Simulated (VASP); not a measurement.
# Nb (Im-3m) in VASP: density of states with PBE

Aim: the density of states of Nb with PBE.

All numbers are computed with VASP 6.6.1; they aren't measurements. Logs are shortened: lines on timing, memory, paths and dates and some standing lists are left out, and cuts for length are marked.

## (1) The cell of the first run

The structure is cubic, space group Im-3m (No. 229). Conventional cell: a = 3.248 Å, b = 3.248 Å, c = 3.248 Å, α = 90.00°, β = 90.00°, γ = 90.00°. Nb (site symmetry m-3m) has 14 Nb at 2.81 to 3.25 Å within 3.7 Å.

## (2) Density of states, PBE

Input file POSCAR:

```
Nb
1.0
   -1.6242180000      1.6242180000      1.6242180000
    1.6242180000     -1.6242180000      1.6242180000
    1.6242180000      1.6242180000     -1.6242180000
Nb
1
Direct
    0.0000000000      0.0000000000      0.0000000000
```

Input file INCAR.step1:

```
SYSTEM = Nb
ALGO     = Normal         ! electronic algorithm
EDIFF    = 1E-6           ! SCF threshold, eV
ENCUT    = 520            ! plane-wave cutoff, eV
GGA      = PE             ! functional
ISIF     = 2              ! what is computed and relaxed
ISMEAR   = 1              ! smearing method
LASPH    = .True.         ! aspherical terms in the spheres
LCHARG   = .True.         ! write CHGCAR
LMAXMIX  = 4              ! l up to which the mixer works
LREAL    = .False.        ! projectors in reciprocal space
LWAVE    = .False.        ! write WAVECAR
NBANDS   = 12             ! bands
NELM     = 80             ! most SCF steps
PREC     = Accurate       ! precision mode
SIGMA    = 0.1035         ! smearing width, eV
```

Input file KPOINTS.step1:

```
k-points
0
Gamma
  14 14 14
  0 0 0
```

Input file INCAR.step2:

```
SYSTEM = Nb
ALGO     = Normal         ! electronic algorithm
EDIFF    = 1E-6           ! SCF threshold, eV
ENCUT    = 520            ! plane-wave cutoff, eV
GGA      = PE             ! functional
ICHARG   = 11             ! starting density
ISIF     = 2              ! what is computed and relaxed
ISMEAR   = -5             ! smearing method
LASPH    = .True.         ! aspherical terms in the spheres
LCHARG   = .False.        ! write CHGCAR
LMAXMIX  = 4              ! l up to which the mixer works
LORBIT   = 11             ! projections on sites
LREAL    = .False.        ! projectors in reciprocal space
LWAVE    = .False.        ! write WAVECAR
NBANDS   = 12             ! bands
NEDOS    = 2001           ! points of the DOS
NELM     = 80             ! most SCF steps
PREC     = Accurate       ! precision mode
SIGMA    = 0.1035         ! smearing width, eV
```

Input file KPOINTS.step2:

```
k-points
0
Gamma
  21 21 21
  0 0 0
```

Potentials or basis: VASP PAW PBE potentials, release 64 (Nb_sv).

Run with:

```sh
$ cat potpaw_PBE.64/Nb_sv/POTCAR > POTCAR
$ cp INCAR.step1 INCAR
$ cp KPOINTS.step1 KPOINTS
$ mpirun -np 1 vasp_std > vasp.out
$ cp INCAR.step2 INCAR
$ cp KPOINTS.step2 KPOINTS
$ mpirun -np 1 vasp_std > vasp.out
```

OUTCAR:

```text
SYSTEM = Nb
   EDIFF = 1E-6
   ENCUT = 520
   GGA = PE
   ICHARG = 11
   ISIF = 2
   ISMEAR = -5
   LASPH = .True.
   LORBIT = 11
   LREAL = .False.
   NELM = 80
   PREC = Accurate

 ion  position               nearest neighbor table
   1  0.000  0.000  0.000-

  LATTYP: Found a body centered cubic cell.
 ALAT       =     3.2484360000

  Lattice vectors:

 A1 = (  -1.6242180000,   1.6242180000,   1.6242180000)
 A2 = (   1.6242180000,  -1.6242180000,   1.6242180000)
 A3 = (   1.6242180000,   1.6242180000,  -1.6242180000)

Analysis of symmetry for initial positions (statically):
=====================================================================
 Subroutine PRICEL returns:
 Original cell was already a primitive cell.

 Routine SETGRP: Setting up the symmetry group for a
 body centered cubic supercell.

 Subroutine GETGRP returns: Found 48 space group operations
 (whereof 48 operations were pure point group operations)
 out of a pool of 48 trial point group operations.

The static configuration has the point symmetry O_h .

Analysis of symmetry for dynamics (positions and initial velocities):
=====================================================================
 Subroutine PRICEL returns:
 Original cell was already a primitive cell.

 Routine SETGRP: Setting up the symmetry group for a
 body centered cubic supercell.

 Subroutine GETGRP returns: Found 48 space group operations
 (whereof 48 operations were pure point group operations)
 out of a pool of 48 trial point group operations.

The dynamic configuration has the point symmetry O_h .

 Subroutine INISYM returns: Found 48 space group operations
 (whereof 48 operations are pure point group operations),
 and found     1 'primitive' translations

----------------------------------------------------------------------------------------

                                     Primitive cell

  volume of cell :      17.1393

  direct lattice vectors                    reciprocal lattice vectors
    -1.624218000  1.624218000  1.624218000     0.000000000  0.307840450  0.307840450
     1.624218000 -1.624218000  1.624218000     0.307840450  0.000000000  0.307840450
     1.624218000  1.624218000 -1.624218000     0.307840450  0.307840450  0.000000000

  length of vectors
     2.813228099  2.813228099  2.813228099     0.435352139  0.435352139  0.435352139

  position of ions in fractional coordinates (direct lattice)
     0.000000000  0.000000000  0.000000000

  ion indices of the primitive-cell ions
   primitive index   ion index
                 1           1

----------------------------------------------------------------------------------------

 KPOINTS: k-points

Automatic generation of k-mesh.
 Grid dimensions read from file:
 generate k-points for:   21   21   21

 Generating k-lattice:

  Cartesian coordinates                     Fractional coordinates (reciprocal lattice)
     0.000000000  0.014659069  0.014659069     0.047619048  0.000000000  0.000000000
     0.014659069  0.000000000  0.014659069     0.000000000  0.047619048  0.000000000
     0.014659069  0.014659069  0.000000000     0.000000000  0.000000000  0.047619048

  Length of vectors
     0.020731054  0.020731054  0.020731054

  Shift w.r.t. Gamma in fractional coordinates (k-lattice)
     0.000000000  0.000000000  0.000000000

 TETIRR: Found  10986 inequivalent tetrahedra from    55566

 Subroutine IBZKPT returns following result:
 ===========================================

 Found    286 irreducible k-points:

 Following reciprocal coordinates:
            Coordinates               Weight
  0.000000  0.000000  0.000000      1.000000
  0.047619  0.000000  0.000000     12.000000
  0.095238  0.000000  0.000000     12.000000
  0.142857  0.000000  0.000000     12.000000
  0.190476  0.000000  0.000000     12.000000
  0.238095  0.000000  0.000000     12.000000
[... 16 lines left out ...]
  0.142857  0.095238 -0.000000     48.000000
  0.190476  0.095238  0.000000     48.000000
 [... further k-points ...]
   k-points           NKPTS =    286   k-points in BZ     NKDIM =    286   number of bands    NBANDS=     12
   number of dos      NEDOS =   2001   number of ions     NIONS =      1
   total plane-waves  NPLWV =  13824
   dimension x,y,z NGX =    24 NGY =   24 NGZ =   24
   dimension x,y,z NGXF=    48 NGYF=   48 NGZF=   48
   ions per type =               1
   NGX,Y,Z   is equivalent  to a cutoff of  14.18, 14.18, 14.18 a.u.
   NGXF,Y,Z  is equivalent  to a cutoff of  28.37, 28.37, 28.37 a.u.
 SYSTEM =  Nb
   PREC   = accura    normal or accurate (medium, high low for compatibility)
   ISTART =      0    job   : 0-new  1-cont  2-samecut
   ICHARG =     11    charge: 1-file 2-atom 10-const
   ISPIN  =      1    spin polarized calculation?
   LNONCOLLINEAR =      F non collinear calculations
   LSORBIT =      F    spin-orbit coupling
   LASPH  =      T    aspherical Exc in radial PAW
   ENCUT  =  520.0 eV  38.22 Ry    6.18 a.u.   5.23  5.23  5.23*2*pi/ulx,y,z
   NELM   =     80;   NELMIN=  2; NELMDL=  0     # of ELM steps
   EDIFF  = 0.1E-05   stopping-criterion for ELM
   LREAL  =      F    real-space projection
   EDIFFG = 0.1E-04   stopping-criterion for IOM
   NSW    =      0    number of steps for IOM
   IBRION =     -1    ionic relax: 0-MD 1-quasi-New 2-CG
   NFREE  =      0    steps in history (QN), initial steepest desc. (CG)
   ISIF   =      2    stress and relaxation
   ISYM   =      2    0-nonsym 1-usesym 2-fastsym
   POTIM  = 0.5000    time-step for ionic-motion
   TEBEG  =    0.0;   TEEND  =   0.0 temperature during run
   PSTRESS=    0.0 pullay stress
   NELECT =      13.0000    total number of electrons
   NUPDOWN=      -1.0000    fix difference up-down
   EMIN   =  10.00;   EMAX   =-10.00  energy-range for DOS
   EFERMI =   0.00;   METHOD = LEGACY
   ISMEAR =    -5;   SIGMA  =   0.10  broadening in eV -4-tet -1-fermi 0-gaus
   EFERMI_NEDOS =   21; number of points for ismear=-14 and -15
   IALGO  =     38    algorithm
   IMIX   =      4    mixing-type and parameters
     AMIX     =   0.40;   BMIX     =  1.00
     AMIX_MAG =   1.60;   BMIX_MAG =  1.00
  volume/ion in A,a.u.               =      17.14       115.66
  Fermi-wavevector in a.u.,A,eV,Ry     =   1.492995  2.821351 30.327842  2.229034
  Thomas-Fermi vector in A             =   2.605452
   LORBIT       =     11    0 simple, 1 ext, 2 COOP (PROOUT), +10 PAW based schemes
   GGA     = PE    functional components
   LHFCALC =     F    Hartree Fock is set to
   AEXX    =    0.0000 exact exchange contribution
   IVDW    =     0    specifies the selected vdW correction
   LEPSILON=     F    determine dielectric tensor
   LRPA    =     F    only Hartree local field effects (RPA)
 non-spin polarized calculation
 Fermi weights with tetrahedron method with Bloechl corrections
  energy-cutoff  :      520.00
  volume of cell :       17.14
 maximum number of plane-waves:       474
 NGX is ok and might be reduce to    24

 number of electron      13.0000001 magnetization

 Free energy of the ion-electron system (eV)
  ---------------------------------------------------
  ext. energy  EPLUGINS =         0.00000000
  ---------------------------------------------------
  free energy    TOTEN  =       -10.18653532 eV

  energy without entropy =      -10.18653532  energy(sigma->0) =      -10.18653532

 E-fermi :  11.8784     XC(G=0): -12.7587

 val. band max:       11.9790320310   @ k =  -0.1905   0.1905   0.1905
 cond. band min:      11.9037691925   @ k =  -0.2857   0.4286   0.1429
 fundamental gap:     -0.0752628385
 Fermi energy:        11.8783717414

 k-point     1 :       0.0000    0.0000    0.0000
  band No.  band energies     occupation
      1     -42.4218      2.00000
      2     -17.6035      2.00000
      3     -17.6035      2.00000
      4     -17.6035      2.00000
      5       5.8582      2.00000
      6      12.2374      0.00000
      7      12.2374      0.00000
      8      12.2374      0.00000
      9      15.3149      0.00000
     10      15.3149      0.00000
     11      26.2421      0.00000
     12      26.2421      0.00000

 k-point     2 :       0.0476    0.0000    0.0000
  band No.  band energies     occupation
      1     -42.4153      2.00000
      2     -17.6418      2.00000
      3     -17.6150      2.00000
      4     -17.6039      2.00000
      5       5.9585      2.00000
      6      12.1741     -0.00007
      7      12.2234      0.00000
      8      12.3332      0.00000
      9      15.2120      0.00000
     10      15.3143      0.00000
     11      26.3287      0.00000
     12      26.4160      0.00000

 k-point     3 :       0.0952    0.0000    0.0000
  band No.  band energies     occupation
      1     -42.3965      2.00000
      2     -17.7523      2.00000
      3     -17.6482      2.00000
      4     -17.6049      2.00000
      5       6.2486      2.00000
      6      11.9959     -0.00929
      7      12.1676     -0.00542
      8      12.6180      0.00000
      9      14.9724      0.00000
     10      15.3163      0.00000
     11      26.5571      0.00000
     12      26.9231      0.00000
[... 286 lines left out ...]
 k-point    23 :       0.1429    0.0952   -0.0000
  band No.  band energies     occupation
      1     -42.3133      2.00000
      2     -18.2063      2.00000
      3     -17.7621      2.00000
      4     -17.6522      2.00000
      5       7.4771      2.00000
      6      11.4187      2.00337
      7      11.5857      2.08695
      8      14.1075      0.00000
      9      14.4244      0.00000
     10      15.5850      0.00000
     11      27.3835      0.00000
     12      28.2707      0.00000

 k-point    24 :       0.1905    0.0952    0.0000
  band No.  band energies     occupation
      1     -42.2719      2.00000
      2     -18.4143      2.00000
      3     -17.8417      2.00000
      4     -17.6587      2.00000
      5       7.9980      2.00000
      6      11.1019      2.00000
      7      11.4583      2.00174
      8      14.4432      0.00000
      9      14.9398      0.00000
     10      15.7179      0.00000
     11      27.0656      0.00000
     12      28.3345      0.00000

 [... further k-points ...]
[... 5 lines left out ...]
  --------------------------------------------------------------------------------------
  -------------------------------------------------------------------------------------
  Total        1.0609059      1.0609059      1.0609059     -0.0000000      0.0000000      0.0000000
  in kB       99.1732375     99.1732375     99.1732375     -0.0000000      0.0000000      0.0000000
  external PRESSURE =      99.1732375 kB  Pullay stress =       0.0000000 kB

 VOLUME and BASIS-vectors are now :
 -----------------------------------------------------------------------------
  energy-cutoff  :      520.00
  volume of cell :       17.14
      direct lattice vectors                 reciprocal lattice vectors
    -1.624218000  1.624218000  1.624218000     0.000000000  0.307840450  0.307840450
     1.624218000 -1.624218000  1.624218000     0.307840450  0.000000000  0.307840450
     1.624218000  1.624218000 -1.624218000     0.307840450  0.307840450  0.000000000

 POSITION                                       TOTAL-FORCE (eV/Angst)
 -----------------------------------------------------------------------------------
      0.00000      0.00000      0.00000        -0.000000      0.000000      0.000000
 -----------------------------------------------------------------------------------
    total drift:                               -0.000000      0.000000     -0.000000

  FREE ENERGIE OF THE ION-ELECTRON SYSTEM (eV)
  ---------------------------------------------------
  free  energy   TOTEN  =       -10.1865353239 eV

  energy  without entropy=      -10.1865353239  energy(sigma->0) =      -10.18653532

 total charge

# of ion       s       p       d       tot
------------------------------------------
    1        2.230   6.003   2.572  10.805
```

Run time: 30 s. Hardware: 1 thread of Intel Xeon Platinum 8488C (Sapphire Rapids), shared host; peak memory 0.19 GiB.

What came out:

```yaml
Valence_electrons_inside_the_program's_atomic_spheres: Nb 10.80
```

Caveat: tetrahedron occupations give inexact forces and stress in metals.
